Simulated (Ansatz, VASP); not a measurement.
**One calculation of Rb, two programs**

Contents of INCAR:

```
SYSTEM = Rb
ALGO     = Normal         ! electronic algorithm
EDIFF    = 1E-6           ! SCF threshold, eV
ENCUT    = 520            ! plane-wave cutoff, eV
GGA      = CA             ! functional
ISIF     = 2              ! what is computed and relaxed
ISMEAR   = 0              ! smearing method
LASPH    = .TRUE.         ! aspherical terms in the spheres
LCHARG   = .FALSE.        ! write CHGCAR
LREAL    = .FALSE.        ! projectors in reciprocal space
LWAVE    = .FALSE.        ! write WAVECAR
NBANDS   = 10             ! bands
NELM     = 60             ! most SCF steps
PREC     = Accurate       ! precision mode
SIGMA    = 0.1            ! smearing width, eV
```

KPOINTS

```
k-points
0
G
  12 12 12
  0 0 0
```

File POSCAR:

```
Rb
1.0
   -2.7170903950      2.7170903950      2.7170903950
    2.7170903950     -2.7170903950      2.7170903950
    2.7170903950      2.7170903950     -2.7170903950
Rb
1
Direct
    0.0000000000      0.0000000000      0.0000000000
```

Input for Ansatz:

```yaml
crystal:
  lattice:
    - [-2.717090395, 2.717090395, 2.717090395]
    - [2.717090395, -2.717090395, 2.717090395]
    - [2.717090395, 2.717090395, -2.717090395]
  atoms:
    - { symbol: Rb, position: [0.0, 0.0, 0.0] }
basis:
  ecutwfc: 420
kpoints:
  mp_grid: { grid: [12, 12, 12] }
hamiltonian:
  xc: lda
  pseudopotentials: { kind: paw }
scf:
  occupations: { method: gaussian, width: 0.1 }
output:
  forces: true
  stress: true
  eigenvalues: true
```

Alike in both runs: task single point; functional LDA; k mesh 12 × 12 × 12; occupations gaussian, width 0.1 eV; no spin polarisation.

|  | VASP | Ansatz |
| --- | --- | --- |
| version | VASP 6.6.1 | Ansatz 0.2.0 |
| potentials or method | VASP PAW LDA potentials, release 64 (Rb_sv), cutoff 520 eV | scalar-relativistic, plane waves, PAW |
| valence electrons in the cell | 9 | 9 |

```csv
,VASP,Ansatz,Ansatz less VASP
gap on the k mesh at the Fermi level (eV),none,none,-
pressure (GPa),-0.1,-0.1,0.00
```

LDA's correlation is that of Perdew and Zunger in VASP and of Perdew and Wang (1992) in Ansatz. A gap of «none» marks a metal or a gap that the smearing closes.
